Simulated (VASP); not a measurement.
# PbSe2 (I4/mcm) in VASP: further runs

PbSe2 is run at these levels: r2SCAN; tasks: single point.

Everything below comes from runs of VASP 6.6.1. Logs are shortened: lines on timing, memory, paths and dates and some standing lists are left out, and cuts for length are marked.

## Step 1: The cell of the first run

It takes space group I4/mcm (No. 140, tetragonal). The conventional cell has a = 6.477 Å, b = 6.477 Å, c = 7.804 Å, α = 90.00°, β = 90.00°, γ = 90.00°. Within 4.2 Å of Pb (site symmetry 422) lie 8 Se at 3.20 Å and 2 Pb at 3.90 Å. Se (site symmetry m2m) has 1 Se at 2.38 Å within 3.1 Å.

## Step 2: Single point, r2SCAN

The input, POSCAR:

```
PbSe2
1.0
   -3.2386329600      3.2386329600      3.9021962900
    3.2386329600     -3.2386329600      3.9021962900
    3.2386329600      3.2386329600     -3.9021962900
Pb Se
2 4
Direct
    0.2500000000      0.2500000000      0.0000000000
    0.7500000000      0.7500000000      0.0000000000
    0.6298167300      0.1298167400      0.7596334700
    0.3701832700      0.8701832600      0.2403665300
    0.8701832600      0.6298167400      0.5000000000
    0.1298167400      0.3701832600      0.5000000000
```

The input, INCAR.step1:

```
SYSTEM = PbSe2
PREC     = Accurate       ! precision mode
ENCUT    = 520            ! plane-wave cutoff, eV
ISMEAR   = 0              ! smearing method
SIGMA    = 0.1            ! smearing width, eV
LREAL    = .FALSE.        ! projectors in reciprocal space
LASPH    = .TRUE.         ! aspherical terms in the spheres
NELM     = 60             ! most SCF steps
NBANDS   = 35             ! bands
GGA      = PE             ! functional
ALGO     = Normal         ! electronic algorithm
EDIFF    = 1E-4           ! SCF threshold, eV
LWAVE    = .TRUE.         ! write WAVECAR
LCHARG   = .FALSE.        ! write CHGCAR
```

The input, INCAR.step2:

```
SYSTEM = PbSe2
PREC     = Accurate       ! precision mode
ENCUT    = 520            ! plane-wave cutoff, eV
EDIFF    = 1E-6           ! SCF threshold, eV
ISMEAR   = 0              ! smearing method
SIGMA    = 0.1            ! smearing width, eV
LREAL    = .FALSE.        ! projectors in reciprocal space
LASPH    = .TRUE.         ! aspherical terms in the spheres
NELM     = 60             ! most SCF steps
ALGO     = Normal         ! electronic algorithm
ISIF     = 2              ! what is computed and relaxed
LWAVE    = .FALSE.        ! write WAVECAR
LCHARG   = .TRUE.         ! write CHGCAR
METAGGA  = R2SCAN         ! meta-GGA
LMIXTAU  = .TRUE.       
LELF     = .TRUE.         ! ELF
LVHAR    = .TRUE.       
NBANDS   = 35             ! bands
ISTART   = 1
```

The input, KPOINTS:

```
regular mesh
0
G
  4 4 4
  0 0 0
```

Potentials or basis: VASP PAW PBE potentials, release 64 (Pb_d, Se).

Run with:

```sh
$ cat potpaw_PBE.64/Pb_d/POTCAR potpaw_PBE.64/Se/POTCAR > POTCAR
$ cp INCAR.step1 INCAR
$ mpirun -np 1 vasp_std > vasp.out
$ cp INCAR.step2 INCAR
$ mpirun -np 1 vasp_std > vasp.out
```

OUTCAR:

```text
SYSTEM = PbSe2
   PREC = Accurate
   ENCUT = 520
   EDIFF = 1E-6
   ISMEAR = 0
   LREAL = .FALSE.
   LASPH = .TRUE.
   NELM = 60
   ISIF = 2
   METAGGA = R2SCAN
   ISTART = 1

 ion  position               nearest neighbor table
   1  0.250  0.250  0.000-   4 3.20   3 3.20   5 3.20   6 3.20   6 3.20   5 3.20   3 3.20   4 3.20
                             2 3.90   2 3.90
   2  0.750  0.750  0.000-   3 3.20   4 3.20   5 3.20   5 3.20   6 3.20   6 3.20   4 3.20   3 3.20
                             1 3.90   1 3.90
   3  0.630  0.130  0.760-   4 2.38   2 3.20   1 3.20   1 3.20   2 3.20
   4  0.370  0.870  0.240-   3 2.38   1 3.20   2 3.20   2 3.20   1 3.20
   5  0.870  0.630  0.500-   6 2.38   2 3.20   1 3.20   2 3.20   1 3.20
   6  0.130  0.370  0.500-   5 2.38   1 3.20   2 3.20   1 3.20   2 3.20

  LATTYP: Found a body centered tetragonal cell.
 ALAT       =     6.4772659200
 C/A-ratio  =     1.2048899453

  Lattice vectors:

 A1 = (  -3.2386329600,   3.2386329600,   3.9021962900)
 A2 = (   3.2386329600,  -3.2386329600,   3.9021962900)
 A3 = (   3.2386329600,   3.2386329600,  -3.9021962900)

Analysis of symmetry for initial positions (statically):
=====================================================================
 Subroutine PRICEL returns:
 Original cell was already a primitive cell.

 Routine SETGRP: Setting up the symmetry group for a
 body centered tetragonal supercell.

 Subroutine GETGRP returns: Found 16 space group operations
 (whereof  8 operations were pure point group operations)
 out of a pool of 16 trial point group operations.

The static configuration has the point symmetry C_4h.
 The point group associated with its full space group is D_4h.

Analysis of symmetry for dynamics (positions and initial velocities):
=====================================================================
 Subroutine PRICEL returns:
 Original cell was already a primitive cell.

 Routine SETGRP: Setting up the symmetry group for a
 body centered tetragonal supercell.

 Subroutine GETGRP returns: Found 16 space group operations
 (whereof  8 operations were pure point group operations)
 out of a pool of 16 trial point group operations.

The dynamic configuration has the point symmetry C_4h.
 The point group associated with its full space group is D_4h.

 Subroutine INISYM returns: Found 16 space group operations
 (whereof  8 operations are pure point group operations),
 and found     1 'primitive' translations

----------------------------------------------------------------------------------------

                                     Primitive cell

  volume of cell :     163.7165

  direct lattice vectors                    reciprocal lattice vectors
    -3.238632960  3.238632960  3.902196290     0.000000000  0.154386127  0.128132970
     3.238632960 -3.238632960  3.902196290     0.154386127  0.000000000  0.128132970
     3.238632960  3.238632960 -3.902196290     0.154386127  0.154386127  0.000000000

  length of vectors
     6.017027737  6.017027737  6.017027737     0.200631838  0.200631838  0.218334955

  position of ions in fractional coordinates (direct lattice)
     0.250000000  0.250000000  0.000000000
     0.750000000  0.750000000  0.000000000
     0.629816730  0.129816740  0.759633470
     0.370183270  0.870183260  0.240366530
     0.870183260  0.629816740  0.500000000
     0.129816740  0.370183260  0.500000000

  ion indices of the primitive-cell ions
   primitive index   ion index
                 1           1
                 2           2
                 3           3
                 4           4
                 5           5
                 6           6

----------------------------------------------------------------------------------------

 KPOINTS: regular mesh

Automatic generation of k-mesh.
 Grid dimensions read from file:
 generate k-points for:    4    4    4

 Generating k-lattice:

  Cartesian coordinates                     Fractional coordinates (reciprocal lattice)
     0.000000000  0.038596532  0.032033242     0.250000000 -0.000000000  0.000000000
     0.038596532  0.000000000  0.032033242    -0.000000000  0.250000000  0.000000000
     0.038596532  0.038596532  0.000000000     0.000000000  0.000000000  0.250000000

  Length of vectors
     0.050157959  0.050157959  0.054583739

  Shift w.r.t. Gamma in fractional coordinates (k-lattice)
     0.000000000  0.000000000  0.000000000

 Subroutine IBZKPT returns following result:
 ===========================================

 Found     13 irreducible k-points:

 Following reciprocal coordinates:
            Coordinates               Weight
  0.000000  0.000000  0.000000      1.000000
  0.250000 -0.000000  0.000000      8.000000
  0.500000 -0.000000  0.000000      4.000000
  0.250000  0.250000  0.000000      8.000000
  0.500000  0.250000  0.000000     16.000000
 -0.250000  0.250000  0.000000      4.000000
  0.500000  0.500000  0.000000      2.000000
  0.250000  0.250000  0.250000      2.000000
 -0.250000  0.250000  0.250000      4.000000
  0.500000  0.500000  0.250000      4.000000
 -0.250000  0.500000  0.250000      8.000000
 -0.250000 -0.250000  0.250000      2.000000
  0.500000  0.500000  0.500000      1.000000
   k-points           NKPTS =     13   k-points in BZ     NKDIM =     13   number of bands    NBANDS=     35
   number of dos      NEDOS =    301   number of ions     NIONS =      6
   total plane-waves  NPLWV = 110592
   dimension x,y,z NGX =    48 NGY =   48 NGZ =   48
   dimension x,y,z NGXF=    96 NGYF=   96 NGZF=   96
   ions per type =               2   4
   NGX,Y,Z   is equivalent  to a cutoff of  13.26, 13.26, 13.26 a.u.
   NGXF,Y,Z  is equivalent  to a cutoff of  26.52, 26.52, 26.52 a.u.
 SYSTEM =  PbSe2
   PREC   = accura    normal or accurate (medium, high low for compatibility)
   ISTART =      1    job   : 0-new  1-cont  2-samecut
   ICHARG =      0    charge: 1-file 2-atom 10-const
   ISPIN  =      1    spin polarized calculation?
   LNONCOLLINEAR =      F non collinear calculations
   LSORBIT =      F    spin-orbit coupling
   LASPH  =      T    aspherical Exc in radial PAW
   ENCUT  =  520.0 eV  38.22 Ry    6.18 a.u.  11.19 11.19 11.19*2*pi/ulx,y,z
   NELM   =     60;   NELMIN=  2; NELMDL=  0     # of ELM steps
   EDIFF  = 0.1E-05   stopping-criterion for ELM
   LREAL  =      F    real-space projection
   EDIFFG = 0.1E-04   stopping-criterion for IOM
   NSW    =      0    number of steps for IOM
   IBRION =     -1    ionic relax: 0-MD 1-quasi-New 2-CG
   NFREE  =      0    steps in history (QN), initial steepest desc. (CG)
   ISIF   =      2    stress and relaxation
   ISYM   =      2    0-nonsym 1-usesym 2-fastsym
   POTIM  = 0.5000    time-step for ionic-motion
   TEBEG  =    0.0;   TEEND  =   0.0 temperature during run
   PSTRESS=    0.0 pullay stress
   NELECT =      52.0000    total number of electrons
   NUPDOWN=      -1.0000    fix difference up-down
   EMIN   =  10.00;   EMAX   =-10.00  energy-range for DOS
   EFERMI =   0.00;   METHOD = LEGACY
   ISMEAR =     0;   SIGMA  =   0.10  broadening in eV -4-tet -1-fermi 0-gaus
   EFERMI_NEDOS =   21; number of points for ismear=-14 and -15
   IALGO  =     38    algorithm
   IMIX   =      4    mixing-type and parameters
     AMIX     =   0.40;   BMIX     =  1.00
     AMIX_MAG =   1.60;   BMIX_MAG =  1.00
  volume/ion in A,a.u.               =      27.29       184.14
  Fermi-wavevector in a.u.,A,eV,Ry     =   1.116979  2.110785 16.975208  1.247643
  Thomas-Fermi vector in A             =   2.253598
   LORBIT       =      0    0 simple, 1 ext, 2 COOP (PROOUT), +10 PAW based schemes
   METAGGA = R2SCAN    functional components
   LHFCALC =     F    Hartree Fock is set to
   AEXX    =    0.0000 exact exchange contribution
   IVDW    =     0    specifies the selected vdW correction
   LEPSILON=     F    determine dielectric tensor
   LRPA    =     F    only Hartree local field effects (RPA)
 non-spin polarized calculation
 Gauss-broadening in eV      SIGMA  =   0.10
  energy-cutoff  :      520.00
  volume of cell :      163.72
 maximum number of plane-waves:      4424
 NGX is ok and might be reduce to    48
   NGX = 23   NGY = 23   NGZ = 23

 number of electron      52.0000008 magnetization

 Free energy of the ion-electron system (eV)
  ---------------------------------------------------
  ext. energy  EPLUGINS =         0.00000000
  ---------------------------------------------------
  free energy    TOTEN  =      -172.21814350 eV

  energy without entropy =     -172.21341872  energy(sigma->0) =     -172.21578111

 E-fermi :   4.6770     XC(G=0): -10.0177

 val. band max:        4.6468840980   @ k =   0.5000   0.5000   0.5000
 cond. band min:       4.7372740595   @ k =   0.5000   0.5000   0.2500
 fundamental gap:      0.0903899615
 Fermi energy:         4.6769802500

 k-point     1 :       0.0000    0.0000    0.0000
  band No.  band energies     occupation
      1     -13.1593      2.00000
      2     -13.1523      2.00000
      3     -13.1523      2.00000
      4     -13.1082      2.00000
      5     -13.0790      2.00000
      6     -13.0790      2.00000
[... 27 lines left out ...]
     34       9.4186      0.00000
     35       9.7552      0.00000

 k-point     2 :       0.2500   -0.0000    0.0000
  band No.  band energies     occupation
      1     -13.1443      2.00000
      2     -13.1439      2.00000
      3     -13.1398      2.00000
      4     -13.1006      2.00000
      5     -13.0882      2.00000
      6     -13.0868      2.00000
[... 27 lines left out ...]
     34       9.4551      0.00000
     35      10.7229      0.00000

 k-point     3 :       0.5000   -0.0000    0.0000
  band No.  band energies     occupation
      1     -13.1185      2.00000
      2     -13.1185      2.00000
      3     -13.1118      2.00000
      4     -13.1118      2.00000
      5     -13.1063      2.00000
      6     -13.1063      2.00000
[... 27 lines left out ...]
     34       9.0031      0.00000
     35      11.9305      0.00000
[... 305 lines left out ...]
 k-point    12 :      -0.2500   -0.2500    0.2500
  band No.  band energies     occupation
      1     -13.1205      2.00000
      2     -13.1205      2.00000
      3     -13.1114      2.00000
      4     -13.1055      2.00000
      5     -13.1018      2.00000
      6     -13.1008      2.00000
[... 27 lines left out ...]
     34       9.4863      0.00000
     35      10.1859      0.00000

 k-point    13 :       0.5000    0.5000    0.5000
  band No.  band energies     occupation
      1     -13.1507      2.00000
      2     -13.1240      2.00000
      3     -13.1240      2.00000
      4     -13.1088      2.00000
      5     -13.0908      2.00000
      6     -13.0862      2.00000
[... 27 lines left out ...]
     34       8.1890      0.00000
     35      10.1087      0.00000

------------------------ aborting loop because EDIFF is reached ----------------------------------------

  FORCE on cell =-STRESS in cart. coord.  units (eV):
  Direction    XX          YY          ZZ          XY          YZ          ZX
  --------------------------------------------------------------------------------------
  -------------------------------------------------------------------------------------
  Total       -0.0221037     -0.0221037      0.0408985      0.0000000      0.0000000      0.0000000
  in kB       -0.2163130     -0.2163130      0.4002446      0.0000000      0.0000000      0.0000000
  external PRESSURE =      -0.0107938 kB  Pullay stress =       0.0000000 kB

 VOLUME and BASIS-vectors are now :
 -----------------------------------------------------------------------------
  energy-cutoff  :      520.00
  volume of cell :      163.72
      direct lattice vectors                 reciprocal lattice vectors
    -3.238632960  3.238632960  3.902196290     0.000000000  0.154386127  0.128132970
     3.238632960 -3.238632960  3.902196290     0.154386127  0.000000000  0.128132970
     3.238632960  3.238632960 -3.902196290     0.154386127  0.154386127  0.000000000

 POSITION                                       TOTAL-FORCE (eV/Angst)
 -----------------------------------------------------------------------------------
      0.00000      0.00000      1.95110        -0.000000     -0.000000     -0.000000
      0.00000      0.00000      5.85329        -0.000000     -0.000000     -0.000000
      0.84086      4.07949      0.00000        -0.007691     -0.007691      0.000000
      2.39778     -0.84086      3.90220         0.007691      0.007691     -0.000000
      0.84086      2.39778      3.90220        -0.007691      0.007691     -0.000000
      2.39778      0.84086      0.00000         0.007691     -0.007691     -0.000000
 -----------------------------------------------------------------------------------
    total drift:                               -0.000000     -0.000000      0.000000

  FREE ENERGIE OF THE ION-ELECTRON SYSTEM (eV)
  ---------------------------------------------------
  free  energy   TOTEN  =      -172.2181435042 eV

  energy  without entropy=     -172.2134187172  energy(sigma->0) =     -172.21578111
```

Run time: 5.9 min. Hardware: 1 thread of AMD EPYC 7R13 (Zen 3), shared host; peak memory 0.36 GiB.

Results:

```
Free energy            : -172.2181 eV
Pressure               : 0.0 GPa
Largest force          : 0.011 eV/Å
Band gap on the k mesh : 0.09 eV, indirect (least direct gap 0.67 eV)
```

Forces on the atoms (eV/Å):
```
Pb   0.000  0.000  0.000
Pb   0.000  0.000  0.000
Se  -0.008 -0.008  0.000
Se   0.008  0.008  0.000
Se  -0.008  0.008  0.000
Se   0.008 -0.008  0.000
```

Caveat: the PAW data sets were made with another functional, which shifts forces and pressure a little; spin-orbit coupling is left out, which moves the levels of the heavy elements.

(Part 1 of 2 ends here.)
